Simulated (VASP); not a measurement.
BaTe: single point with PBEsol

The system is BaTe.

```
Ba Te
1.0
     3.35754    3.35754    0.00000
    -3.35754    3.35754    0.00000
     0.00000    3.35754    3.35754
Ba Te
1 1
Direct
  0.00000 0.00000 0.00000
  0.50000 0.50000 0.00000
```

* Program: VASP 6.6.1
* Task: single point
* Functional: PBEsol
* Potentials or basis: VASP PAW PBE potentials, release 64 (Ba_sv, Te)
* Cutoff: 520 eV
* k mesh: 6 × 6 × 6
* Occupations: gaussian, width 0.01 eV
* Spin: no spin polarisation
* Dipole correction: no
* Further INCAR settings: ALGO = Normal; EDIFF = 1e-06; NBANDS = 15

```
Pressure               : 4.5 GPa
Band gap on the k mesh : 1.10 eV, indirect (least direct gap 1.48 eV)
```

Levels at points of the mesh, in eV from the valence-band top:
| k point | band 5 | band 6 | band 7 | band 8 | band 9 | band 10 | band 11 | band 12 |
| --- | --- | --- | --- | --- | --- | --- | --- | --- |
| (0.00, 0.00, 0.00) | -9.88 | 0.00 | 0.00 | 0.00 | 2.74 | 2.74 | 2.74 | 3.27 |
| (0.50, 0.00, 0.00) | -8.69 | -2.66 | -1.43 | -1.43 | 4.23 | 4.98 | 5.08 | 5.08 |
| (0.50, 0.50, 0.00) | -9.64 | -1.16 | -0.38 | -0.38 | 1.10 | 4.60 | 5.10 | 6.13 |

Run time: 19 s on 1 thread of Intel(R) Xeon(R) Platinum 8375C CPU @ 2.90GHz (Ice Lake), with other jobs on the host, peak memory 0.21 GiB.

Caveat: the PAW data sets were made with another functional, which shifts forces and pressure a little; spin-orbit coupling is left out, which moves the levels of the heavy elements. A k mesh can miss the band edges.
